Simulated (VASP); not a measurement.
# B: relaxation of cell and atoms with PBEsol

The system is B.

```
CELL_PARAMETERS angstrom
1.71143 -2.61401 0.00000
1.71143 2.61401 0.00000
-0.71232 0.00000 3.24806
ATOMIC_POSITIONS crystal
B 0.22545 0.77455 0.50000
B 0.77455 0.22545 0.50000
B 0.36382 0.36382 0.74747
B 0.63618 0.63618 0.25253
```

```yaml
Program: VASP 6.6.1
Task: relaxation of cell and atoms
Functional: PBEsol
Potentials_or_basis: VASP PAW PBE potentials, release 64 (B)
Cutoff: 500 eV
k_mesh: 16 × 16 × 14
Occupations: gaussian, width 0.1 eV
Spin: no spin polarisation
Dipole_correction: no
Further_INCAR_settings: ALGO = Normal; EDIFF = 1e-07; IBRION = 2; EDIFFG = -0.01; NSW = 100; ISIF = 3
```

```
Relaxed volume                        : 7.28 Å³/atom
Relaxed cell                          : a = 3.126 Å, b = 3.126 Å, c = 3.326 Å, α = 96.67°, β = 96.67°, γ = 113.62°
Space group after relaxing (to 0.1 Å) : C2/m (No. 12)
Energy gained by relaxing             : 0.1 meV/atom
Ionic steps                           : 4
Pressure after relaxing               : -0.1 GPa
Largest force after relaxing          : 0.009 eV/Å
Band gap on the k mesh                : zero (bands 6 and 7 overlap by 1.42 eV)
```

Forces in eV/Å, atoms in the order of the input:
```
B    0.000  0.009  0.000
B    0.000 -0.009  0.000
B    0.000  0.000  0.003
B    0.000  0.000 -0.003
```

Stress tensor (GPa, compression positive):
```
 0.03  0.00  0.16
 0.00 -0.22  0.00
 0.16  0.00 -0.09
```

Step by step:
```csv
step,energy change (eV),largest force (eV/Å),pressure (GPa),volume (Å³)
1,0.0000,0.0423,0.46,29.06
2,-0.0002,0.0235,-0.41,29.15
3,-0.0002,0.0150,-0.14,29.12
4,-0.0003,0.0087,-0.09,29.11
```

Final structure:
```
CELL_PARAMETERS angstrom
1.71137 -2.61623 0.00183
1.71137 2.61623 0.00183
-0.70882 0.00000 3.25008
ATOMIC_POSITIONS crystal
B 0.22505 0.77495 0.50000
B 0.77495 0.22505 0.50000
B 0.36401 0.36401 0.74795
B 0.63599 0.63599 0.25205
```

Levels at points of the mesh, in eV from the Fermi level:
```tsv
k point	band 2	band 3	band 4	band 5	band 6	band 7	band 8	band 9	band 10
(0.00, 0.00, 0.00)	-5.61	-4.41	-4.07	-3.27	-2.73	1.35	4.24	6.17	6.43
(0.50, 0.00, 0.00)	-11.97	-5.69	-4.02	-2.50	-1.06	-0.49	4.99	6.29	7.81
(0.50, 0.50, 0.00)	-11.72	-7.68	-4.44	-2.66	-2.18	0.84	5.30	6.65	8.55
(0.00, 0.00, 0.50)	-10.40	-5.73	-3.23	-2.16	0.67	4.41	4.51	4.83	6.40
(0.50, 0.00, 0.50)	-11.18	-7.09	-5.58	-4.61	-2.87	2.21	4.27	7.94	8.23
(0.50, 0.50, 0.50)	-10.39	-7.63	-6.49	-5.49	-4.44	0.70	6.32	8.73	10.82
```

Run time: 120 s on 1 thread of Intel(R) Xeon(R) 6975P-C (Granite Rapids) (shared host), peak memory 0.32 GiB.

Caveat: the PAW data sets were made with another functional, which shifts forces and pressure a little.
